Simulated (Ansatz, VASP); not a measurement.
## One calculation of HPt6, two programs

File INCAR:

```
SYSTEM = HPt6
PREC     = Accurate       ! precision mode
ENCUT    = 520            ! plane-wave cutoff, eV
EDIFF    = 1E-6           ! SCF threshold, eV
ISMEAR   = 0              ! smearing method
SIGMA    = 0.1            ! smearing width, eV
LREAL    = .False.        ! projectors in reciprocal space
LASPH    = .True.         ! aspherical terms in the spheres
NELM     = 60             ! most SCF steps
ALGO     = Normal         ! electronic algorithm
ISIF     = 2              ! what is computed and relaxed
LWAVE    = .False.        ! write WAVECAR
LCHARG   = .False.        ! write CHGCAR
LDIPOL   = .True.       
IDIPOL   = 3            
DIPOL    = 0.5 0.5 0.293
GGA      = PE             ! functional
NBANDS   = 74             ! bands
```

KPOINTS

```
regular mesh
0
Gamma
  5 5 1
  0 0 0
```

The input POSCAR:

```
HPt6
1.0
    5.6143281343      0.0000000000      0.0000000000
    0.0000000000      5.6143281343      0.0000000000
    0.0000000000      0.0000000000     21.8513792319
Pt H
12 2
Direct
    0.2500000000      0.2500000000      0.1830548066
    0.2500000000      0.7500000000      0.1830548066
    0.7500000000      0.2500000000      0.1830548066
    0.7500000000      0.7500000000      0.1830548066
    0.0000000000      0.0000000000      0.2712126041
    0.0000000000      0.5000000000      0.2712126041
    0.5000000000      0.0000000000      0.2712126041
    0.5000000000      0.5000000000      0.2712126041
    0.2500000000      0.2500000000      0.3593081768
    0.2500000000      0.7500000000      0.3593081768
    0.7500000000      0.2500000000      0.3593081768
    0.7500000000      0.7500000000      0.3593081768
   -0.1990442976      0.0000000000      0.4238349961
    0.1990442976      0.0000000000      0.4238349961
```

Input for Ansatz:

```yaml
crystal:
  lattice:
    - [5.6143281343, 0.0, 0.0]
    - [0.0, 5.6143281343, 0.0]
    - [0.0, 0.0, 21.8513792319]
  atoms:
    - { symbol: Pt, position: [0.25, 0.25, 0.1830548066] }
    - { symbol: Pt, position: [0.25, 0.75, 0.1830548066] }
    - { symbol: Pt, position: [0.75, 0.25, 0.1830548066] }
    - { symbol: Pt, position: [0.75, 0.75, 0.1830548066] }
    - { symbol: Pt, position: [0.0, 0.0, 0.2712126041] }
    - { symbol: Pt, position: [0.0, 0.5, 0.2712126041] }
    - { symbol: Pt, position: [0.5, 0.0, 0.2712126041] }
    - { symbol: Pt, position: [0.5, 0.5, 0.2712126041] }
    - { symbol: Pt, position: [0.25, 0.25, 0.3593081768] }
    - { symbol: Pt, position: [0.25, 0.75, 0.3593081768] }
    - { symbol: Pt, position: [0.75, 0.25, 0.3593081768] }
    - { symbol: Pt, position: [0.75, 0.75, 0.3593081768] }
    - { symbol: H, position: [-0.1990442976, 0.0, 0.4238349961] }
    - { symbol: H, position: [0.1990442976, 0.0, 0.4238349961] }
basis:
  ecutwfc: 420
kpoints:
  mp_grid: { grid: [5, 5, 1] }
hamiltonian:
  xc: pbe
  pseudopotentials: { kind: paw, azcp: { folder: soft_1 } }
scf:
  occupations: { method: gaussian, width: 0.1 }
output:
  forces: true
  eigenvalues: true
  write_density: true
  write_potential: true
  elf: true
  volumetric_format: npy
efield:
  axis: 3
  dipole_correction: true
  ramp_width: 0.04
```

Alike in both runs: task single point; functional PBE; k mesh 5 × 5 × 1; occupations gaussian, width 0.1 eV; no spin polarisation.

|  | VASP | Ansatz |
| --- | --- | --- |
| version | VASP 6.6.1 | Ansatz 0.2.0 |
| potentials or method | VASP PAW PBE potentials, release 64 (Pt, H), cutoff 520 eV | scalar-relativistic, plane waves, PAW |
| valence electrons in the cell | 122 | 218 |

VASP gave:

- gap on the k mesh at the Fermi level (eV): none
- rms of the force components (eV/Å): 0.558

Task: Estimate Ansatz's values.

Result: gap on the k mesh at the Fermi level (eV): none; rms of the force components (eV/Å): 0.562.

Atom by atom the forces differ by 0.009 eV/Å (rms over components). A gap of «none» marks a metal or a gap that the smearing closes. VASP's potentials hold 122 valence electrons a cell and Ansatz's 218, so a difference there can come from the potentials and not from the codes. Ansatz's warnings: xc potential rough in thin density.

Spin-orbit coupling is off throughout.
